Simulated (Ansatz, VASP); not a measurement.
# Two plane-wave programs on La2O3

```
La O
1.0
     0.01092    0.03577   -3.26538
     3.18260   -5.67773    0.04947
    -9.71584   -5.77475    0.09180
La O
4 6
Cartesian
  -6.9712 -7.6949 -1.4332
  -3.2888 -1.8462 -1.6329
  -6.3751 -3.9665 -1.4074
  -0.1800 -3.6358 -1.7087
  -4.9815 -8.6731 -3.2526
  -1.7167 -2.8790 -0.1176
  -7.8315 -8.6203 -3.1341
  -1.4680 -8.3648 -3.1620
  -6.4373 -5.6669 -3.1531
  0.2111 -5.7130 -3.1284
```

Change from the starting cell: cell x2, atoms moved at random (sigma 0.15 Å) and cell strained at random (1.5 %), then relaxed without symmetry.

Alike in both runs: task relaxation of cell and atoms; functional PBE; k mesh 4 × 2 × 2; occupations gaussian, width 0.1 eV; no spin polarisation.

|  | VASP | Ansatz |
| --- | --- | --- |
| version | VASP 6.6.1 | Ansatz 0.2.0 |
| potentials or method | VASP PAW PBE potentials, release 64 (La, O), cutoff 600 eV | scalar-relativistic, plane waves, PAW |
| valence electrons in the cell | 80 | 80 |

Ansatz gave:

* gap on the k mesh at the Fermi level, each at its own relaxed structure (eV): 1.62
* relaxed volume (Å³/atom): 23.14
* relaxed cell length with the largest relative difference (Å): 6.379

Question: Which values does VASP return?

Answer: gap on the k mesh at the Fermi level, each at its own relaxed structure (eV): 1.62; relaxed volume (Å³/atom): 23.05; relaxed cell length with the largest relative difference (Å): 6.368.

The k mesh is coarse, so the values compare programs but aren't converged. Spin-orbit coupling is off throughout.
